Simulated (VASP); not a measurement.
# Ti (I4/mmm) in VASP: further runs

Runs on Ti. Level: LDA. Tasks: electric field gradients.

Program: VASP 6.6.1. These are calculated values, not measurements. Logs are shortened: lines on timing, memory, paths and dates and some standing lists are left out, and cuts for length are marked.

**1. The cell of the first run**

It takes space group I4/mmm (No. 139, tetragonal). The conventional cell has a = 2.871 Å, b = 2.871 Å, c = 4.019 Å, α = 90.00°, β = 90.00°, γ = 90.00°. Ti (site symmetry 4/mmm) has 12 Ti at 2.86 to 2.87 Å within 3.8 Å.

**2. Electric field gradients, LDA (zz strain of -1 %)**

Input file INCAR:

```
ALGO = Normal
EDIFF = 1E-8
ENCUT = 520
GGA = CA
ISIF = 2
ISMEAR = -1
LASPH = True
LCHARG = False
LEFG = True
LREAL = False
LWAVE = False
NBANDS = 12
NELM = 60
PREC = Accurate
SIGMA = 0.05
```

Input file KPOINTS:

```
k-points
0
Gamma
  14 14 14
```

Input file POSCAR:

```
Ti
1.0
    0.0000000000      2.0300000000      2.0097000000
    2.0300000000      0.0000000000      2.0097000000
    2.0300000000      2.0300000000      0.0000000000
Ti
1
Direct
    0.0000000000      0.0000000000      0.0000000000
```

Potentials or basis: VASP PAW LDA potentials, release 64 (Ti_sv).

On the command line:

```
cat potpaw_LDA.64/Ti_sv/POTCAR > POTCAR
mpirun -np 1 vasp_std > vasp.out
```

OUTCAR:

```text
EDIFF = 1E-8
   ENCUT = 520
   GGA = CA
   ISIF = 2
   ISMEAR = -1
   LASPH = True
   LREAL = False
   NELM = 60
   PREC = Accurate

 ion  position               nearest neighbor table
   1  0.000  0.000  0.000-

  LATTYP: Found a body centered tetragonal cell.
 ALAT       =     2.8708535316
 C/A-ratio  =     1.4000714267

  Lattice vectors:

 A1 = (   0.0000000000,  -2.0300000000,  -2.0097000000)
 A2 = (   0.0000000000,   2.0300000000,  -2.0097000000)
 A3 = (   2.0300000000,   0.0000000000,   2.0097000000)

Analysis of symmetry for initial positions (statically):
=====================================================================
 Subroutine PRICEL returns:
 Original cell was already a primitive cell.

 Routine SETGRP: Setting up the symmetry group for a
 body centered tetragonal supercell.

 Subroutine GETGRP returns: Found 16 space group operations
 (whereof 16 operations were pure point group operations)
 out of a pool of 16 trial point group operations.

The static configuration has the point symmetry D_4h.

Analysis of symmetry for dynamics (positions and initial velocities):
=====================================================================
 Subroutine PRICEL returns:
 Original cell was already a primitive cell.

 Routine SETGRP: Setting up the symmetry group for a
 body centered tetragonal supercell.

 Subroutine GETGRP returns: Found 16 space group operations
 (whereof 16 operations were pure point group operations)
 out of a pool of 16 trial point group operations.

The dynamic configuration has the point symmetry D_4h.

 Subroutine INISYM returns: Found 16 space group operations
 (whereof 16 operations are pure point group operations),
 and found     1 'primitive' translations

----------------------------------------------------------------------------------------

                                     Primitive cell

  volume of cell :      16.5635

  direct lattice vectors                    reciprocal lattice vectors
     0.000000000  2.030000000  2.009700000    -0.246305419  0.246305419  0.248793352
     2.030000000  0.000000000  2.009700000     0.246305419 -0.246305419  0.248793352
     2.030000000  2.030000000  0.000000000     0.246305419  0.246305419 -0.248793352

  length of vectors
     2.856535330  2.856535330  2.870853532     0.428054729  0.428054729  0.428054729

  position of ions in fractional coordinates (direct lattice)
     0.000000000  0.000000000  0.000000000

  ion indices of the primitive-cell ions
   primitive index   ion index
                 1           1

----------------------------------------------------------------------------------------

 KPOINTS: k-points

Automatic generation of k-mesh.
 Grid dimensions read from file:
 generate k-points for:   14   14   14

 Generating k-lattice:

  Cartesian coordinates                     Fractional coordinates (reciprocal lattice)
    -0.017593244  0.017593244  0.017770954     0.071428571  0.000000000  0.000000000
     0.017593244 -0.017593244  0.017770954     0.000000000  0.071428571  0.000000000
     0.017593244  0.017593244 -0.017770954    -0.000000000 -0.000000000  0.071428571

  Length of vectors
     0.030575338  0.030575338  0.030575338

  Shift w.r.t. Gamma in fractional coordinates (k-lattice)
     0.000000000  0.000000000  0.000000000

 Subroutine IBZKPT returns following result:
 ===========================================

 Found    244 irreducible k-points:

 Following reciprocal coordinates:
            Coordinates               Weight
  0.000000  0.000000  0.000000      1.000000
  0.071429  0.000000  0.000000      8.000000
  0.142857 -0.000000  0.000000      8.000000
  0.214286 -0.000000  0.000000      8.000000
  0.285714  0.000000  0.000000      8.000000
  0.357143 -0.000000  0.000000      8.000000
[... 16 lines left out ...]
  0.214286  0.142857  0.000000      8.000000
  0.285714  0.142857  0.000000      8.000000
 [... further k-points ...]
   k-points           NKPTS =    244   k-points in BZ     NKDIM =    244   number of bands    NBANDS=     12
   number of dos      NEDOS =    301   number of ions     NIONS =      1
   total plane-waves  NPLWV =  13824
   dimension x,y,z NGX =    24 NGY =   24 NGZ =   24
   dimension x,y,z NGXF=    48 NGYF=   48 NGZF=   48
   ions per type =               1
   NGX,Y,Z   is equivalent  to a cutoff of  13.97, 13.97, 13.90 a.u.
   NGXF,Y,Z  is equivalent  to a cutoff of  27.94, 27.94, 27.80 a.u.
 SYSTEM =  unknown system
   PREC   = accura    normal or accurate (medium, high low for compatibility)
   ISTART =      0    job   : 0-new  1-cont  2-samecut
   ICHARG =      2    charge: 1-file 2-atom 10-const
   ISPIN  =      1    spin polarized calculation?
   LNONCOLLINEAR =      F non collinear calculations
   LSORBIT =      F    spin-orbit coupling
   LASPH  =      T    aspherical Exc in radial PAW
   ENCUT  =  520.0 eV  38.22 Ry    6.18 a.u.   5.31  5.31  5.34*2*pi/ulx,y,z
   NELM   =     60;   NELMIN=  2; NELMDL= -5     # of ELM steps
   EDIFF  = 0.1E-07   stopping-criterion for ELM
   LREAL  =      F    real-space projection
   EDIFFG = 0.1E-06   stopping-criterion for IOM
   NSW    =      0    number of steps for IOM
   IBRION =     -1    ionic relax: 0-MD 1-quasi-New 2-CG
   NFREE  =      0    steps in history (QN), initial steepest desc. (CG)
   ISIF   =      2    stress and relaxation
   ISYM   =      2    0-nonsym 1-usesym 2-fastsym
   POTIM  = 0.5000    time-step for ionic-motion
   TEBEG  =    0.0;   TEEND  =   0.0 temperature during run
   PSTRESS=    0.0 pullay stress
   NELECT =      12.0000    total number of electrons
   NUPDOWN=      -1.0000    fix difference up-down
   EMIN   =  10.00;   EMAX   =-10.00  energy-range for DOS
   EFERMI =   0.00;   METHOD = LEGACY
   ISMEAR =    -1;   SIGMA  =   0.05  broadening in eV -4-tet -1-fermi 0-gaus
   EFERMI_NEDOS =   21; number of points for ismear=-14 and -15
   IALGO  =     38    algorithm
   IMIX   =      4    mixing-type and parameters
     AMIX     =   0.40;   BMIX     =  1.00
     AMIX_MAG =   1.60;   BMIX_MAG =  1.00
  volume/ion in A,a.u.               =      16.56       111.78
  Fermi-wavevector in a.u.,A,eV,Ry     =   1.470339  2.778538 29.414392  2.161897
  Thomas-Fermi vector in A             =   2.585608
   LORBIT       =      0    0 simple, 1 ext, 2 COOP (PROOUT), +10 PAW based schemes
   GGA     = CA    functional components
   LHFCALC =     F    Hartree Fock is set to
   AEXX    =    0.0000 exact exchange contribution
   IVDW    =     0    specifies the selected vdW correction
   LEPSILON=     F    determine dielectric tensor
   LRPA    =     F    only Hartree local field effects (RPA)
 non-spin polarized calculation
  energy-cutoff  :      520.00
  volume of cell :       16.56
 maximum number of plane-waves:       459
 NGX is ok and might be reduce to    24
   NGX = 11   NGY = 11   NGZ = 11

 number of electron      12.0000001 magnetization

 Free energy of the ion-electron system (eV)
  ---------------------------------------------------
  ext. energy  EPLUGINS =         0.00000000
  ---------------------------------------------------
  free energy    TOTEN  =        -8.49796499 eV

  energy without entropy =       -8.48324088  energy(sigma->0) =       -8.49060294

 E-fermi :   8.4905     XC(G=0): -12.0134

 val. band max:        8.4851286030   @ k =  -0.2857   0.4286   0.2857
 cond. band min:       8.4962678155   @ k =   0.2857   0.0000   0.0000
 fundamental gap:      0.0111392125
 Fermi energy:         8.4905291082

 k-point     1 :       0.0000    0.0000    0.0000
  band No.  band energies     occupation
      1     -47.4484      2.00000
      2     -23.6168      2.00000
      3     -23.6168      2.00000
      4     -23.6151      2.00000
      5       2.3722      2.00000
      6       9.3400      0.00000
      7       9.3400      0.00000
      8       9.4237      0.00000
      9      11.0332      0.00000
     10      11.1302      0.00000
     11      24.1066      0.00000
     12      28.6482      0.00000

 k-point     2 :       0.0714    0.0000    0.0000
  band No.  band energies     occupation
      1     -47.4407      2.00000
      2     -23.6577      2.00000
      3     -23.6222      2.00000
      4     -23.6205      2.00000
      5       2.5451      2.00000
      6       9.2547      0.00000
      7       9.4030      0.00000
      8       9.4656      0.00000
      9      10.9945      0.00000
     10      11.0873      0.00000
     11      24.2605      0.00000
     12      27.4990      0.00000
[... 316 lines left out ...]
 k-point    24 :       0.2857    0.1429    0.0000
  band No.  band energies     occupation
      1     -47.3547      2.00000
      2     -24.0233      2.00000
      3     -23.7263      2.00000
      4     -23.7135      2.00000
      5       4.5825      2.00000
      6       8.1875      1.99534
      7       9.5475      0.00000
      8      10.0077      0.00000
      9      10.8513      0.00000
     10      11.6069      0.00000
     11      22.6061      0.00000
     12      25.0866      0.00000

 [... further k-points ...]
[... 5 lines left out ...]
  --------------------------------------------------------------------------------------
  -------------------------------------------------------------------------------------
  Total       -0.4169404     -0.4169404     -0.3900927      0.0000000      0.0000000      0.0000000
  in kB      -40.3302827    -40.3302827    -37.7333290      0.0000000      0.0000000      0.0000000
  external PRESSURE =     -39.4646315 kB  Pullay stress =       0.0000000 kB

 VOLUME and BASIS-vectors are now :
 -----------------------------------------------------------------------------
  energy-cutoff  :      520.00
  volume of cell :       16.56
      direct lattice vectors                 reciprocal lattice vectors
     0.000000000  2.030000000  2.009700000    -0.246305419  0.246305419  0.248793352
     2.030000000  0.000000000  2.009700000     0.246305419 -0.246305419  0.248793352
     2.030000000  2.030000000  0.000000000     0.246305419  0.246305419 -0.248793352

 POSITION                                       TOTAL-FORCE (eV/Angst)
 -----------------------------------------------------------------------------------
      0.00000      0.00000      0.00000         0.000000      0.000000     -0.000000
 -----------------------------------------------------------------------------------
    total drift:                               -0.000000      0.000000     -0.000000

  FREE ENERGIE OF THE ION-ELECTRON SYSTEM (eV)
  ---------------------------------------------------
  free  energy   TOTEN  =        -8.4979649920 eV

  energy  without entropy=       -8.4832408798  energy(sigma->0) =       -8.49060294

 Electric field gradients (V/A^2)
---------------------------------------------------------------------
 ion       V_xx      V_yy      V_zz      V_xy      V_xz      V_yz
---------------------------------------------------------------------
   1      -0.538    -0.538     1.075    -0.000    -0.001    -0.001
---------------------------------------------------------------------

 Electric field gradients after diagonalization (V/A^2)
 (convention: |V_zz| > |V_xx| > |V_yy|)
----------------------------------------------------------------------
 ion       V_xx      V_yy      V_zz     asymmetry (V_yy - V_xx)/ V_zz
----------------------------------------------------------------------
   1      -0.538    -0.537     1.075       0.001
----------------------------------------------------------------------

           NMR quadrupolar parameters

 Cq : quadrupolar parameter    Cq=e*Q*V_zz/h
 eta: asymmetry parameters     (V_yy - V_xx)/ V_zz
 Q  : nuclear electric quadrupole moment in mb (millibarn)
----------------------------------------------------------------------
 ion       Cq(MHz)       eta       Q (mb)
----------------------------------------------------------------------
   1       0.003       0.001       1.000
----------------------------------------------------------------------
```

It took 45 s on 1 thread of Intel Xeon Platinum 8375C at 2.90GHz (Ice Lake), shared host; peak memory 0.16 GiB.

What came out:

| Property | Result |
| --- | --- |
| Free energy | -8.4980 eV |
| Pressure | -3.9 GPa |
| Band gap on the k mesh | zero (bands 6 and 7 overlap by 1.30 eV) |
| Largest electric field gradient by atom | Ti +1.1 V/Å² |

Electric field gradients, principal values (V/Å²):
| atom | least | middle | greatest (by size) |
| --- | --- | --- | --- |
| 1 Ti | -0.537 | -0.538 | 1.075 |

Caveat: the cell differs from its parent crystal (zz strain of -1 %); the cell stands under tension; without QUAD_EFG the Cq values of the log hold for a quadrupole moment of 1 mb, not for the nuclei.

**3. Electric field gradients, LDA (zz strain of +2 %)**

Input file INCAR:

```
SYSTEM = Ti
  ALGO = Normal
  EDIFF = 1E-8
  ENCUT = 520
  GGA = CA
  ISIF = 2
  ISMEAR = -1
  LASPH = .True.
  LCHARG = .False.
  LEFG = .True.
  LREAL = .False.
  LWAVE = .False.
  NBANDS = 12
  NELM = 80
  PREC = Accurate
  SIGMA = 0.05
```

Input file KPOINTS:

```
k-points
0
Gamma
  14 14 14
  0 0 0
```

Input file POSCAR:

```
Ti
1.0
    0.0000000000      2.0300000000      2.0706000000
    2.0300000000      0.0000000000      2.0706000000
    2.0300000000      2.0300000000      0.0000000000
Ti
1
Direct
    0.0000000000      0.0000000000      0.0000000000
```

Potentials or basis: VASP PAW LDA potentials, release 64 (Ti_sv).

On the command line:

```
cat potpaw_LDA.64/Ti_sv/POTCAR > POTCAR
mpirun -np 1 vasp_std > vasp.out
```

OUTCAR:

```text
SYSTEM = Ti
   EDIFF = 1E-8
   ENCUT = 520
   GGA = CA
   ISIF = 2
   ISMEAR = -1
   LASPH = .True.
   LREAL = .False.
   NELM = 80
   PREC = Accurate

 ion  position               nearest neighbor table
   1  0.000  0.000  0.000-

  LATTYP: Found a body centered tetragonal cell.
 ALAT       =     2.8708535316
 C/A-ratio  =     1.4424978336

  Lattice vectors:

 A1 = (  -2.0300000000,   0.0000000000,   2.0706000000)
 A2 = (   2.0300000000,   0.0000000000,   2.0706000000)
 A3 = (   0.0000000000,   2.0300000000,  -2.0706000000)

Analysis of symmetry for initial positions (statically):
[... 564 lines left out ...]

  FREE ENERGIE OF THE ION-ELECTRON SYSTEM (eV)
  ---------------------------------------------------
  free  energy   TOTEN  =        -8.4806661168 eV

  energy  without entropy=       -8.4655041457  energy(sigma->0) =       -8.47308513

 Electric field gradients (V/A^2)
---------------------------------------------------------------------
 ion       V_xx      V_yy      V_zz      V_xy      V_xz      V_yz
---------------------------------------------------------------------
   1       1.179     1.179    -2.358    -0.001    -0.000    -0.000
---------------------------------------------------------------------

 Electric field gradients after diagonalization (V/A^2)
 (convention: |V_zz| > |V_xx| > |V_yy|)
----------------------------------------------------------------------
 ion       V_xx      V_yy      V_zz     asymmetry (V_yy - V_xx)/ V_zz
----------------------------------------------------------------------
   1       1.180     1.178    -2.358       0.001
----------------------------------------------------------------------

           NMR quadrupolar parameters

 Cq : quadrupolar parameter    Cq=e*Q*V_zz/h
 eta: asymmetry parameters     (V_yy - V_xx)/ V_zz
 Q  : nuclear electric quadrupole moment in mb (millibarn)
----------------------------------------------------------------------
 ion       Cq(MHz)       eta       Q (mb)
----------------------------------------------------------------------
   1      -0.006       0.001       1.000
----------------------------------------------------------------------
```

OSZICAR:

```text
N       E                     dE             d eps       ncg     rms          rms(c)
DAV:   1     0.859108652201E+02    0.85911E+02   -0.65388E+03  5864   0.119E+03
DAV:   2    -0.518218737417E+01   -0.91093E+02   -0.88696E+02  5944   0.296E+02
DAV:   3    -0.941776113104E+01   -0.42356E+01   -0.41903E+01  8104   0.643E+01
DAV:   4    -0.951338364869E+01   -0.95623E-01   -0.95516E-01  6680   0.850E+00
DAV:   5    -0.951572669975E+01   -0.23431E-02   -0.23430E-02  7044   0.115E+00    0.828E+00
DAV:   6    -0.849275272204E+01    0.10230E+01   -0.21166E+00  6384   0.212E+01    0.214E+00
DAV:   7    -0.847454821103E+01    0.18205E-01   -0.90226E-02  7200   0.319E+00    0.124E+00
DAV:   8    -0.848033219065E+01   -0.57840E-02   -0.38455E-02  6088   0.257E+00    0.159E-01
DAV:   9    -0.848063813756E+01   -0.30595E-03   -0.29238E-03  7456   0.621E-01    0.762E-02
DAV:  10    -0.848067627831E+01   -0.38141E-04   -0.32019E-04  6320   0.208E-01    0.107E-02
DAV:  11    -0.848066721885E+01    0.90595E-05   -0.22722E-05  6904   0.690E-02    0.111E-02
DAV:  12    -0.848066610207E+01    0.11168E-05   -0.33978E-06  6580   0.235E-02    0.882E-04
DAV:  13    -0.848066611464E+01   -0.12571E-07   -0.97681E-08  6952   0.325E-03    0.875E-04
DAV:  14    -0.848066611680E+01   -0.21596E-08   -0.30258E-08  6404   0.240E-03
   1 F= -.84806661E+01 E0= -.84730851E+01  d E =-.151620E-01
```

Run time: 44 s. Hardware: 1 thread of Intel Xeon Platinum 8375C at 2.90GHz (Ice Lake), shared host; peak memory 0.16 GiB.

What came out:

- Free energy: -8.4807 eV
- Pressure: -7.0 GPa
- Band gap on the k mesh: zero (bands 6 and 7 overlap by 1.21 eV)
- Largest electric field gradient by atom: Ti -2.4 V/Å²

Electric field gradients, principal values (V/Å²):
| atom | least | middle | greatest (by size) |
| --- | --- | --- | --- |
| 1 Ti | 1.178 | 1.180 | -2.358 |

Caveat: the cell differs from its parent crystal (zz strain of +2 %); the cell stands under tension; without QUAD_EFG the Cq values of the log hold for a quadrupole moment of 1 mb, not for the nuclei.
